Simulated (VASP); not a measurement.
Here is a VASP 6.6.1 calculation.

The input INCAR:

```
PREC     = Accurate       # precision mode
ENCUT    = 600            # plane-wave cutoff, eV
EDIFF    = 1E-6           # SCF threshold, eV
ISMEAR   = 0              # smearing method
SIGMA    = 0.1            # smearing width, eV
LREAL    = F              # projectors in reciprocal space
LASPH    = T              # aspherical terms in the spheres
NELM     = 80             # most SCF steps
ALGO     = Normal         # electronic algorithm
ISIF     = 3              # what is computed and relaxed
LWAVE    = F              # write WAVECAR
LCHARG   = F              # write CHGCAR
GGA      = PE             # functional
IBRION   = 2              # ionic algorithm
NSW      = 100            # ionic steps
EDIFFG   = -0.01          # ionic threshold
```

File KPOINTS:

```
regular mesh
0
Gamma
  12 12 6
```

File POSCAR:

```
Nb2Si2O
1.0
    3.5136784363      0.0000000000      0.0000000000
   -1.7568392181      3.0429347866      0.0000000000
    0.0000000000      0.0000000000      6.7044386993
Nb Si O
2 2 1
Direct
    0.3333333333      0.6666666667      0.1537968310
    0.6666666667      0.3333333333      0.8462031690
    0.3333333333      0.6666666667      0.5858322642
    0.6666666667      0.3333333333      0.4141677358
    0.0000000000      0.0000000000      0.0000000000
```

Potentials or basis: VASP PAW PBE potentials, release 64 (Nb_sv, Si, O).

Run with:

```bash
$ cat potpaw_PBE.64/Nb_sv/POTCAR potpaw_PBE.64/Si/POTCAR potpaw_PBE.64/O/POTCAR > POTCAR
$ mpirun -np 1 vasp_std > vasp.out
```

What does it give for the relaxed cell?

a = 3.515 Å, b = 3.515 Å, c = 6.697 Å, α = 90.00°, β = 90.00°, γ = 120.00°.

Estimate the relaxed volume.

14.33 Å³/atom.

Final structure:
```xyz
5
Lattice="3.5150 0.0000 0.0000 -1.7575 3.0441 0.0000 0.0000 0.0000 6.6975" Properties=species:S:1:pos:R:3 pbc="T T T"
Nb    0.0000    2.0294    1.0322
Nb    1.7575    1.0147    5.6653
Si    0.0000    2.0294    3.9242
Si    1.7575    1.0147    2.7733
O     3.5150    0.0000    6.6975
```
